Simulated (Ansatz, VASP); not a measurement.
# TePb: VASP beside Ansatz

The input POSCAR:

```
TePb
1.0
    0.0000000000      2.8149207434      2.8149207434
    2.8149207434      0.0000000000      2.8149207434
    2.8149207434      2.8149207434      0.0000000000
Pb Te
1 1
Direct
    0.0000000000      0.0000000000      0.0000000000
    0.5000000000      0.5000000000      0.5000000000
```

INCAR.step1

```
PREC     = Accurate       # precision mode
ENCUT    = 520            # plane-wave cutoff, eV
ISMEAR   = -1             # smearing method
SIGMA    = 0.08           # smearing width, eV
LREAL    = False          # projectors in reciprocal space
LASPH    = True           # aspherical terms in the spheres
NELM     = 80             # most SCF steps
NBANDS   = 17             # bands
GGA      = PE             # functional
ALGO     = Normal         # electronic algorithm
EDIFF    = 1E-4           # SCF threshold, eV
LWAVE    = True           # write WAVECAR
LCHARG   = False          # write CHGCAR
```

Contents of INCAR.step2:

```
PREC     = Accurate       # precision mode
ENCUT    = 520            # plane-wave cutoff, eV
EDIFF    = 1E-6           # SCF threshold, eV
ISMEAR   = -1             # smearing method
SIGMA    = 0.08           # smearing width, eV
LREAL    = False          # projectors in reciprocal space
LASPH    = True           # aspherical terms in the spheres
NELM     = 80             # most SCF steps
ALGO     = Normal         # electronic algorithm
ISIF     = 2              # what is computed and relaxed
LWAVE    = False          # write WAVECAR
LCHARG   = True           # write CHGCAR
METAGGA  = R2SCAN         # meta-GGA
LMIXTAU  = True         
LELF     = True           # ELF
LVHAR    = True         
NBANDS   = 17             # bands
ISTART   = 1
```

KPOINTS

```
regular mesh
0
Gamma
  12 12 12
```

Input for Ansatz:

```yaml
crystal:
  lattice:
    - [0.0, 2.8149207434, 2.8149207434]
    - [2.8149207434, 0.0, 2.8149207434]
    - [2.8149207434, 2.8149207434, 0.0]
  atoms:
    - { symbol: Pb, position: [0.0, 0.0, 0.0] }
    - { symbol: Te, position: [0.5, 0.5, 0.5] }
kpoints:
  mp_grid: { grid: [12, 12, 12] }
scf:
  occupations: { method: fermi_dirac, width: 0.08 }
hamiltonian:
  xc: r2scan
  pseudopotentials: { kind: paw }
output:
  forces: true
  stress: true
  eigenvalues: true
  populations: true
```

Change from the starting cell: volume scaled by 0.64, PAW files.

Alike in both runs: task single point; functional r2SCAN; k mesh 12 × 12 × 12; occupations fermi-dirac, width 0.08 eV; no spin polarisation.

```csv
,VASP,Ansatz
version,VASP 6.6.1,Ansatz 0.2.0
potentials or method,"VASP PAW PBE potentials, release 64 (Pb_d, Te)","PAW with Ansatz's default frozen-core files, scalar-relativistic"
plane-wave cutoff (eV),520,500
valence electrons in the cell,20,30
```

Ansatz gave:

- pressure (GPa): 50.5

Q: What did VASP give for the same quantities?

A: Pressure (GPa): 50.6.

VASP's potentials were made for PBE, not for r2SCAN. Both programs put the cell under a high pressure, so it lies far from rest at this level. With one functional, cell and mesh, what is left measures potentials, basis and numerics. VASP's potentials hold 20 valence electrons a cell and Ansatz's 30, so a difference there can come from the potentials and not from the codes.

Spin-orbit coupling is off throughout.
